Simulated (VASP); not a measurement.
# CaO (I4/mmm) in VASP: notebook, part 2 of 2

VASP 6.6.1. The steps go on from the part before.

### Step 3. Single point, PBE (strain +0.080 along x and y, -0.040 along z)

Input file INCAR:

```
SYSTEM = CaO
ALGO = Normal
EDIFF = 1E-6
ENCUT = 600
GGA = PE
GGA_COMPAT = .FALSE.
ISIF = 2
ISMEAR = 0
LASPH = .TRUE.
LCHARG = .FALSE.
LREAL = .FALSE.
LWAVE = .FALSE.
NBANDS = 15
NELM = 120
PREC = Accurate
SIGMA = 0.05
```

Input file KPOINTS:

```
k-points
0
G
  8 8 8
  0 0 0
```

Input file POSCAR:

```
CaO
1.0
    0.0000000000      2.6449200000      2.3510400000
    2.6449200000      0.0000000000      2.3510400000
    2.6449200000      2.6449200000      0.0000000000
Ca O
1 1
Direct
    0.0000000000      0.0000000000      0.0000000000
    0.5000000000      0.5000000000      0.5000000000
```

Potentials or basis: VASP PAW PBE potentials, release 64 (Ca_sv, O).

On the command line:

```console
$ cat potpaw_PBE.64/Ca_sv/POTCAR potpaw_PBE.64/O/POTCAR > POTCAR
$ mpirun -np 1 vasp_std > vasp.out
```

OUTCAR:

```text
SYSTEM = CaO
   EDIFF = 1E-6
   ENCUT = 600
   GGA = PE
   ISIF = 2
   ISMEAR = 0
   LASPH = .TRUE.
   LREAL = .FALSE.
   NELM = 120
   PREC = Accurate

 ion  position               nearest neighbor table
   1  0.000  0.000  0.000-   2 2.35   2 2.35
   2  0.500  0.500  0.500-   1 2.35   1 2.35

  LATTYP: Found a body centered tetragonal cell.
 ALAT       =     3.7404817354
 C/A-ratio  =     1.2570787221

  Lattice vectors:

 A1 = (   0.0000000000,  -2.6449200000,  -2.3510400000)
 A2 = (   0.0000000000,   2.6449200000,  -2.3510400000)
 A3 = (   2.6449200000,   0.0000000000,   2.3510400000)

Analysis of symmetry for initial positions (statically):
=====================================================================
 Subroutine PRICEL returns:
 Original cell was already a primitive cell.

 Routine SETGRP: Setting up the symmetry group for a
 body centered tetragonal supercell.

 Subroutine GETGRP returns: Found 16 space group operations
 (whereof 16 operations were pure point group operations)
 out of a pool of 16 trial point group operations.

The static configuration has the point symmetry D_4h.

Analysis of symmetry for dynamics (positions and initial velocities):
=====================================================================
 Subroutine PRICEL returns:
 Original cell was already a primitive cell.

 Routine SETGRP: Setting up the symmetry group for a
 body centered tetragonal supercell.

 Subroutine GETGRP returns: Found 16 space group operations
 (whereof 16 operations were pure point group operations)
 out of a pool of 16 trial point group operations.

The dynamic configuration has the point symmetry D_4h.

 Subroutine INISYM returns: Found 16 space group operations
 (whereof 16 operations are pure point group operations),
 and found     1 'primitive' translations

----------------------------------------------------------------------------------------

                                     Primitive cell

  volume of cell :      32.8939
[... 118 lines left out ...]
   LEPSILON=     F    determine dielectric tensor
   LRPA    =     F    only Hartree local field effects (RPA)
 non-spin polarized calculation
 Gauss-broadening in eV      SIGMA  =   0.05
  energy-cutoff  :      600.00
  volume of cell :       32.89
 maximum number of plane-waves:      1122
   NGX = 15   NGY = 15   NGZ = 15

 number of electron      15.9999998 magnetization

 Free energy of the ion-electron system (eV)
  ---------------------------------------------------
  ext. energy  EPLUGINS =         0.00000000
  ---------------------------------------------------
  free energy    TOTEN  =       -12.56690098 eV

  energy without entropy =      -12.56690098  energy(sigma->0) =      -12.56690098

 E-fermi :   1.8343     XC(G=0):  -9.6543

 val. band max:        1.5828529694   @ k =   0.0000   0.0000   0.0000
 cond. band min:       4.7363788717   @ k =   0.0000   0.0000   0.0000
 fundamental gap:      3.1535259023
 Fermi energy:         1.8342951231

 k-point     1 :       0.0000    0.0000    0.0000
  band No.  band energies     occupation
      1     -36.8183      2.00000
      2     -17.7130      2.00000
      3     -17.7130      2.00000
      4     -17.6138      2.00000
      5     -13.7856      2.00000
      6       1.4147      2.00000
      7       1.4147      2.00000
      8       1.5829      2.00000
      9       4.7364      0.00000
     10       7.1314      0.00000
     11       7.1314      0.00000
     12       7.7290      0.00000
     13       8.0573      0.00000
     14       9.2817      0.00000
[... 401 lines left out ...]
      2     -18.0889      2.00000
      3     -17.7739      2.00000
      4     -17.6881      2.00000
      5     -13.2917      2.00000
      6      -0.2673      2.00000
      7       0.6939      2.00000
      8       0.8616      2.00000
      9       7.0621      0.00000
     10       7.6678      0.00000
     11       8.6378      0.00000
     12       8.8731      0.00000
     13       9.8034      0.00000
     14      10.4052      0.00000
     15      14.7055      0.00000

 [... further k-points ...]

------------------------ aborting loop because EDIFF is reached ----------------------------------------

  FORCE on cell =-STRESS in cart. coord.  units (eV):
  Direction    XX          YY          ZZ          XY          YZ          ZX
  --------------------------------------------------------------------------------------
  -------------------------------------------------------------------------------------
  Total       -2.4809633     -2.4809633     -0.6975529      0.0000000      0.0000000      0.0000000
  in kB     -120.8414241   -120.8414241    -33.9760311      0.0000000      0.0000000      0.0000000
  external PRESSURE =     -91.8862931 kB  Pullay stress =       0.0000000 kB

 VOLUME and BASIS-vectors are now :
 -----------------------------------------------------------------------------
  energy-cutoff  :      600.00
  volume of cell :       32.89
      direct lattice vectors                 reciprocal lattice vectors
     0.000000000  2.644920000  2.351040000    -0.189041635  0.189041635  0.212671839
     2.644920000  0.000000000  2.351040000     0.189041635 -0.189041635  0.212671839
     2.644920000  2.644920000  0.000000000     0.189041635  0.189041635 -0.212671839

 POSITION                                       TOTAL-FORCE (eV/Angst)
 -----------------------------------------------------------------------------------
      0.00000      0.00000      0.00000         0.000000     -0.000000      0.000000
      2.64492      2.64492      2.35104        -0.000000      0.000000      0.000000
 -----------------------------------------------------------------------------------
    total drift:                                0.000000      0.000000      0.000000

  FREE ENERGIE OF THE ION-ELECTRON SYSTEM (eV)
  ---------------------------------------------------
  free  energy   TOTEN  =       -12.5669009791 eV

  energy  without entropy=      -12.5669009791  energy(sigma->0) =      -12.56690098
```

stdout:

```text
POSCAR found type information on POSCAR CaO
 POSCAR found :  2 types and       2 ions
 scaLAPACK will be used
 LDA part: xc-table for (Slater+PW92), standard interpolation
 POSCAR, INCAR and KPOINTS ok, starting setup
 FFT: planning ... GRIDC
 FFT: planning ... GRID_SOFT
 FFT: planning ... GRID
 WAVECAR not read
 entering main loop
```

Run time: 50 s. Hardware: 1 thread of Intel Xeon 8259CL, shared host; peak memory 0.18 GiB.

Results:

- Free energy: -12.5669 eV
- Pressure: -9.2 GPa
- Band gap on the k mesh: 3.15 eV

Stress tensor (GPa, compression positive):
```
-12.08   0.00   0.00
  0.00 -12.08   0.00
  0.00   0.00  -3.40
```

Caveat: the cell differs from its parent crystal (strain +0.080 along x and y, -0.040 along z); the stress differs along the axes, from -12 to -3 GPa. A k mesh can miss the band edges.
